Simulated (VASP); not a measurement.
# Rh (Fm-3m) in VASP: a series of runs

Rh is run at these levels: PBEsol; tasks: single point.

Program: VASP 6.6.1. These are calculated values, not measurements. Logs are shortened: lines on timing, memory, paths and dates and some standing lists are left out, and cuts for length are marked.

## Step 1: The cell of the first run

It takes space group Fm-3m (No. 225, cubic). Conventional cell: a = 3.761 Å, b = 3.761 Å, c = 3.761 Å, α = 90.00°, β = 90.00°, γ = 90.00°. Within 3.5 Å of Rh (site symmetry m-3m) lie 12 Rh at 2.66 Å.

## Step 2: Single point, PBEsol

Contents of INCAR:

```
PREC = Accurate ; ENCUT = 520
EDIFF = 1E-6 ; ISMEAR = 0
SIGMA = 0.05 ; LREAL = F
LASPH = T ; NELM = 60
ALGO = Normal ; ISIF = 2
LWAVE = F ; LCHARG = T
GGA = PS ; LELF = T
LVHAR = T ; NBANDS = 14
```

Contents of KPOINTS:

```
regular mesh
0
Gamma
  18 18 18
```

Contents of POSCAR:

```
Rh
1.0
    0.0000000000      1.8805738059      1.8805738059
    1.8805738059      0.0000000000      1.8805738059
    1.8805738059      1.8805738059      0.0000000000
Rh
1
Direct
    0.0000000000      0.0000000000      0.0000000000
```

Potentials or basis: VASP PAW PBE potentials, release 64 (Rh_pv).

On the command line:

```sh
> cat potpaw_PBE.64/Rh_pv/POTCAR > POTCAR
> mpirun -np 1 vasp_std > vasp.out
```

OUTCAR:

```text
PREC = Accurate
   ENCUT = 520
   EDIFF = 1E-6
   ISMEAR = 0
   LREAL = F
   LASPH = T
   NELM = 60
   ISIF = 2
   GGA = PS

 ion  position               nearest neighbor table
   1  0.000  0.000  0.000-

  LATTYP: Found a face centered cubic cell.
 ALAT       =     3.7611476118

  Lattice vectors:

 A1 = (   0.0000000000,   1.8805738059,   1.8805738059)
 A2 = (   1.8805738059,   0.0000000000,   1.8805738059)
 A3 = (   1.8805738059,   1.8805738059,   0.0000000000)

Analysis of symmetry for initial positions (statically):
=====================================================================
 Subroutine PRICEL returns:
 Original cell was already a primitive cell.

 Routine SETGRP: Setting up the symmetry group for a
 face centered cubic supercell.

 Subroutine GETGRP returns: Found 48 space group operations
 (whereof 48 operations were pure point group operations)
 out of a pool of 48 trial point group operations.

The static configuration has the point symmetry O_h .

Analysis of symmetry for dynamics (positions and initial velocities):
=====================================================================
 Subroutine PRICEL returns:
 Original cell was already a primitive cell.

 Routine SETGRP: Setting up the symmetry group for a
 face centered cubic supercell.

 Subroutine GETGRP returns: Found 48 space group operations
 (whereof 48 operations were pure point group operations)
 out of a pool of 48 trial point group operations.

The dynamic configuration has the point symmetry O_h .

 Subroutine INISYM returns: Found 48 space group operations
 (whereof 48 operations are pure point group operations),
 and found     1 'primitive' translations

----------------------------------------------------------------------------------------

                                     Primitive cell

  volume of cell :      13.3015

  direct lattice vectors                    reciprocal lattice vectors
     0.000000000  1.880573806  1.880573806    -0.265876297  0.265876297  0.265876297
     1.880573806  0.000000000  1.880573806     0.265876297 -0.265876297  0.265876297
     1.880573806  1.880573806  0.000000000     0.265876297  0.265876297 -0.265876297

  length of vectors
     2.659532981  2.659532981  2.659532981     0.460511255  0.460511255  0.460511255

  position of ions in fractional coordinates (direct lattice)
     0.000000000  0.000000000  0.000000000

  ion indices of the primitive-cell ions
   primitive index   ion index
                 1           1

----------------------------------------------------------------------------------------

 KPOINTS: regular mesh

Automatic generation of k-mesh.
 Grid dimensions read from file:
 generate k-points for:   18   18   18

 Generating k-lattice:

  Cartesian coordinates                     Fractional coordinates (reciprocal lattice)
    -0.014770905  0.014770905  0.014770905     0.055555556  0.000000000  0.000000000
     0.014770905 -0.014770905  0.014770905     0.000000000  0.055555556  0.000000000
     0.014770905  0.014770905 -0.014770905     0.000000000  0.000000000  0.055555556

  Length of vectors
     0.025583959  0.025583959  0.025583959

  Shift w.r.t. Gamma in fractional coordinates (k-lattice)
     0.000000000  0.000000000  0.000000000

 Subroutine IBZKPT returns following result:
 ===========================================

 Found    195 irreducible k-points:

 Following reciprocal coordinates:
            Coordinates               Weight
  0.000000  0.000000  0.000000      1.000000
  0.055556  0.000000  0.000000      8.000000
  0.111111  0.000000  0.000000      8.000000
  0.166667  0.000000  0.000000      8.000000
  0.222222  0.000000  0.000000      8.000000
  0.277778  0.000000  0.000000      8.000000
[... 16 lines left out ...]
 -0.277778  0.055556  0.000000     24.000000
 -0.222222  0.055556  0.000000     24.000000
 [... further k-points ...]
   k-points           NKPTS =    195   k-points in BZ     NKDIM =    195   number of bands    NBANDS=     14
   number of dos      NEDOS =    301   number of ions     NIONS =      1
   total plane-waves  NPLWV =   8000
   dimension x,y,z NGX =    20 NGY =   20 NGZ =   20
   dimension x,y,z NGXF=    40 NGYF=   40 NGZF=   40
   ions per type =               1
   NGX,Y,Z   is equivalent  to a cutoff of  12.50, 12.50, 12.50 a.u.
   NGXF,Y,Z  is equivalent  to a cutoff of  25.00, 25.00, 25.00 a.u.
 SYSTEM =  unknown system
   PREC   = accura    normal or accurate (medium, high low for compatibility)
   ISTART =      0    job   : 0-new  1-cont  2-samecut
   ICHARG =      2    charge: 1-file 2-atom 10-const
   ISPIN  =      1    spin polarized calculation?
   LNONCOLLINEAR =      F non collinear calculations
   LSORBIT =      F    spin-orbit coupling
   LASPH  =      T    aspherical Exc in radial PAW
   ENCUT  =  520.0 eV  38.22 Ry    6.18 a.u.   4.94  4.94  4.94*2*pi/ulx,y,z
   NELM   =     60;   NELMIN=  2; NELMDL= -5     # of ELM steps
   EDIFF  = 0.1E-05   stopping-criterion for ELM
   LREAL  =      F    real-space projection
   EDIFFG = 0.1E-04   stopping-criterion for IOM
   NSW    =      0    number of steps for IOM
   IBRION =     -1    ionic relax: 0-MD 1-quasi-New 2-CG
   NFREE  =      0    steps in history (QN), initial steepest desc. (CG)
   ISIF   =      2    stress and relaxation
   ISYM   =      2    0-nonsym 1-usesym 2-fastsym
   POTIM  = 0.5000    time-step for ionic-motion
   TEBEG  =    0.0;   TEEND  =   0.0 temperature during run
   PSTRESS=    0.0 pullay stress
   NELECT =      15.0000    total number of electrons
   NUPDOWN=      -1.0000    fix difference up-down
   EMIN   =  10.00;   EMAX   =-10.00  energy-range for DOS
   EFERMI =   0.00;   METHOD = LEGACY
   ISMEAR =     0;   SIGMA  =   0.05  broadening in eV -4-tet -1-fermi 0-gaus
   EFERMI_NEDOS =   21; number of points for ismear=-14 and -15
   IALGO  =     38    algorithm
   IMIX   =      4    mixing-type and parameters
     AMIX     =   0.40;   BMIX     =  1.00
     AMIX_MAG =   1.60;   BMIX_MAG =  1.00
  volume/ion in A,a.u.               =      13.30        89.76
  Fermi-wavevector in a.u.,A,eV,Ry     =   1.704008  3.220108 39.506448  2.903642
  Thomas-Fermi vector in A             =   2.783490
   LORBIT       =      0    0 simple, 1 ext, 2 COOP (PROOUT), +10 PAW based schemes
   GGA     = PS    functional components
   LHFCALC =     F    Hartree Fock is set to
   AEXX    =    0.0000 exact exchange contribution
   IVDW    =     0    specifies the selected vdW correction
   LEPSILON=     F    determine dielectric tensor
   LRPA    =     F    only Hartree local field effects (RPA)
 non-spin polarized calculation
 Gauss-broadening in eV      SIGMA  =   0.05
  energy-cutoff  :      520.00
  volume of cell :       13.30
 maximum number of plane-waves:       369
   NGX =  9   NGY =  9   NGZ =  9

 number of electron      15.0000003 magnetization

 Free energy of the ion-electron system (eV)
  ---------------------------------------------------
  ext. energy  EPLUGINS =         0.00000000
  ---------------------------------------------------
  free energy    TOTEN  =        -8.13591088 eV

  energy without entropy =       -8.13434644  energy(sigma->0) =       -8.13512866

 E-fermi :  12.3858     XC(G=0): -14.4329

 val. band max:       12.3849187077   @ k =  -0.4444   0.3333   0.1667
 cond. band min:      12.4214663638   @ k =  -0.3889   0.1667   0.0000
 fundamental gap:      0.0365476561
 Fermi energy:        12.3858132857

 k-point     1 :       0.0000    0.0000    0.0000
  band No.  band energies     occupation
      1     -34.0236      2.00000
      2     -34.0236      2.00000
      3     -34.0236      2.00000
      4       4.0715      2.00000
      5       9.1119      2.00000
      6       9.1119      2.00000
      7       9.1119      2.00000
      8      11.3364      2.00000
      9      11.3364      2.00000
     10      28.2770      0.00000
     11      32.6338      0.00000
     12      33.9173      0.00000
     13      33.9173      0.00000
     14      33.9173      0.00000

 k-point     2 :       0.0556    0.0000    0.0000
  band No.  band energies     occupation
      1     -34.0495      2.00000
      2     -34.0271      2.00000
      3     -34.0271      2.00000
      4       4.2005      2.00000
      5       9.0524      2.00000
      6       9.1633      2.00000
      7       9.1633      2.00000
      8      11.3065      2.00000
      9      11.3065      2.00000
     10      28.4713      0.00000
     11      32.6314      0.00000
     12      33.2150      0.00000
     13      34.1107      0.00000
     14      34.1107      0.00000

 k-point     3 :       0.1111    0.0000    0.0000
  band No.  band energies     occupation
      1     -34.1236      2.00000
      2     -34.0370      2.00000
      3     -34.0370      2.00000
      4       4.5700      2.00000
      5       8.9040      2.00000
      6       9.2980      2.00000
      7       9.2980      2.00000
      8      11.2417      2.00000
      9      11.2417      2.00000
     10      28.9951      0.00000
     11      31.7464      0.00000
     12      32.6388      0.00000
     13      34.6729      0.00000
     14      34.6729      0.00000
[... 324 lines left out ...]
 k-point    23 :      -0.2778    0.0556    0.0000
  band No.  band energies     occupation
      1     -34.5607      2.00000
      2     -34.1250      2.00000
      3     -34.0888      2.00000
      4       6.1965      2.00000
      5       9.2528      2.00000
      6       9.4716      2.00000
      7       9.4782      2.00000
      8      11.5134      2.00000
      9      12.3180      1.94476
     10      26.2984      0.00000
     11      29.6948      0.00000
     12      32.6356      0.00000
     13      35.3955      0.00000
     14      37.7255      0.00000

 k-point    24 :      -0.2222    0.0556    0.0000
  band No.  band energies     occupation
      1     -34.4230      2.00000
      2     -34.1047      2.00000
      3     -34.0687      2.00000
      4       5.9471      2.00000
      5       8.7479      2.00000
      6       9.5253      2.00000
      7       9.5809      2.00000
      8      11.1211      2.00000
      9      11.8447      2.00000
     10      28.0067      0.00000
     11      30.1562      0.00000
     12      32.6353      0.00000
     13      35.6045      0.00000
     14      37.4286      0.00000

 [... further k-points ...]
[... 5 lines left out ...]
  --------------------------------------------------------------------------------------
  -------------------------------------------------------------------------------------
  Total        0.3699154      0.3699154      0.3699154      0.0000000     -0.0000000      0.0000000
  in kB       44.5565842     44.5565842     44.5565842      0.0000000     -0.0000000      0.0000000
  external PRESSURE =      44.5565842 kB  Pullay stress =       0.0000000 kB

 VOLUME and BASIS-vectors are now :
 -----------------------------------------------------------------------------
  energy-cutoff  :      520.00
  volume of cell :       13.30
      direct lattice vectors                 reciprocal lattice vectors
     0.000000000  1.880573806  1.880573806    -0.265876297  0.265876297  0.265876297
     1.880573806  0.000000000  1.880573806     0.265876297 -0.265876297  0.265876297
     1.880573806  1.880573806  0.000000000     0.265876297  0.265876297 -0.265876297

 POSITION                                       TOTAL-FORCE (eV/Angst)
 -----------------------------------------------------------------------------------
      0.00000      0.00000      0.00000        -0.000000     -0.000000     -0.000000
 -----------------------------------------------------------------------------------
    total drift:                                0.000000     -0.000000      0.000000

  FREE ENERGIE OF THE ION-ELECTRON SYSTEM (eV)
  ---------------------------------------------------
  free  energy   TOTEN  =        -8.1359108838 eV

  energy  without entropy=       -8.1343464410  energy(sigma->0) =       -8.13512866
```

Run time: 14 s. Hardware: 1 thread of Intel Xeon 6975P-C (Granite Rapids), shared host; peak memory 0.14 GiB.

What came out:

```yaml
Free_energy: -8.1359 eV
Pressure: 4.5 GPa
```

Levels at points of the mesh, in eV from the Fermi level:
```csv
k point,band 3,band 4,band 5,band 6,band 7,band 8,band 9,band 10,band 11,band 12
"(0.00, 0.00, 0.00)",-46.41,-8.31,-3.27,-3.27,-3.27,-1.05,-1.05,15.89,20.25,21.53
"(0.50, 0.00, 0.00)",-46.52,-6.46,-3.35,-3.35,0.60,0.60,0.60,8.92,15.41,20.25
"(0.50, 0.50, 0.00)",-46.71,-6.68,-6.30,0.58,1.04,1.04,3.21,12.64,13.41,13.41
```

Caveat: the PAW data sets were made with another functional, which shifts forces and pressure a little.

## Step 3: Single point, PBEsol

This run uses another cell than the first one, of 13.72 Å³/atom, 1.031 times its volume.

Contents of INCAR:

```
SYSTEM = Rh
  ALGO = Normal
  EDIFF = 1E-6
  ENCUT = 520
  GGA = PS
  ISIF = 2
  ISMEAR = 0
  LASPH = .True.
  LCHARG = .True.
  LELF = .True.
  LREAL = .False.
  LVHAR = .True.
  LWAVE = .False.
  NBANDS = 14
  NELM = 100
  PREC = Accurate
  SIGMA = 0.05
```

Contents of KPOINTS:

```
k-points
0
Gamma
  18 18 18
  0 0 0
```

Contents of POSCAR:

```
Rh
1.0
    0.0000000000      1.9000000000      1.9000000000
    1.9000000000      0.0000000000      1.9000000000
    1.9000000000      1.9000000000      0.0000000000
Rh
1
Direct
    0.0000000000      0.0000000000      0.0000000000
```

Potentials or basis: VASP PAW PBE potentials, release 64 (Rh_pv).

On the command line:

```sh
> cat potpaw_PBE.64/Rh_pv/POTCAR > POTCAR
> mpirun -np 1 vasp_std > vasp.out
```

Wall time 13 s (1 thread of Intel Xeon 6975P-C (Granite Rapids), shared host); peak memory 0.15 GiB.

Results (log left out):

```
Free energy : -8.1357 eV
Pressure    : -4.6 GPa
```

Levels at points of the mesh, in eV from the Fermi level:
| k point | band 3 | band 4 | band 5 | band 6 | band 7 | band 8 | band 9 | band 10 | band 11 | band 12 |
| --- | --- | --- | --- | --- | --- | --- | --- | --- | --- | --- |
| (0.00, 0.00, 0.00) | -46.36 | -8.08 | -3.12 | -3.12 | -3.12 | -1.00 | -1.00 | 15.92 | 20.34 | 21.38 |
| (0.50, 0.00, 0.00) | -46.46 | -6.20 | -3.19 | -3.19 | 0.57 | 0.57 | 0.64 | 8.60 | 15.43 | 20.34 |
| (0.50, 0.50, 0.00) | -46.63 | -6.38 | -6.01 | 0.55 | 0.98 | 0.98 | 3.17 | 12.24 | 13.23 | 13.23 |

Caveat: the PAW data sets were made with another functional, which shifts forces and pressure a little.

## Step 4: Single point, PBEsol

This run uses another cell than the first one, of 13.50 Å³/atom, 1.015 times its volume.

Contents of INCAR:

```
SYSTEM = Rh
  ALGO = Normal
  EDIFF = 1E-6
  ENCUT = 520
  GGA = PS
  ISIF = 2
  ISMEAR = 0
  LASPH = .True.
  LCHARG = .False.
  LREAL = .False.
  LWAVE = .False.
  NBANDS = 14
  NELM = 80
  PREC = Accurate
  SIGMA = 0.05
```

KPOINTS is that of step 3.

Contents of POSCAR:

```
Rh
1.0
    0.0000000000      1.8899211165      1.8899211165
    1.8899211165      0.0000000000      1.8899211165
    1.8899211165      1.8899211165      0.0000000000
Rh
1
Direct
    0.0000000000      0.0000000000      0.0000000000
```

On the command line:

```sh
> cat potpaw_PBE.64/Rh_pv/POTCAR > POTCAR
> mpirun -np 1 vasp_std > vasp.out
```

Run time: 12 s. Hardware: 1 thread of Intel Xeon 6975P-C (Granite Rapids), shared host; peak memory 0.14 GiB.

Results (log left out):

* Free energy: -8.1387 eV
* Pressure: -0.1 GPa

Levels at points of the mesh, in eV from the Fermi level:
| k point | band 4 | band 5 | band 6 | band 7 | band 8 | band 9 | band 10 | band 11 |
| --- | --- | --- | --- | --- | --- | --- | --- | --- |
| (0.00, 0.00, 0.00) | -8.20 | -3.20 | -3.20 | -3.20 | -1.03 | -1.03 | 15.91 | 20.29 |
| (0.50, 0.00, 0.00) | -6.33 | -3.27 | -3.27 | 0.58 | 0.58 | 0.62 | 8.76 | 15.42 |
| (0.50, 0.50, 0.00) | -6.54 | -6.16 | 0.56 | 1.01 | 1.01 | 3.19 | 12.45 | 13.33 |

Caveat: the PAW data sets were made with another functional, which shifts forces and pressure a little.

## Step 5: The runs side by side

```tsv
cell	gap on the mesh (eV)	pressure (GPa)
a = 2.660 Å, angles 60.0°, 1 atom	none	4.5
a = 2.687 Å, angles 60.0°, 1 atom	none	-4.6
a = 2.673 Å, angles 60.0°, 1 atom	none	-0.1
```

Alike in all rows: task single point; level PBEsol; potentials or basis VASP PAW PBE potentials, release 64 (Rh_pv); no spin polarisation; k mesh 18 × 18 × 18; cutoff (eV) 520; smearing gaussian 0.05 eV.

Caveats: the PAW data sets were made with another functional, which shifts forces and pressure a little.

Absolute energies hang on the potentials; compare differences alone.
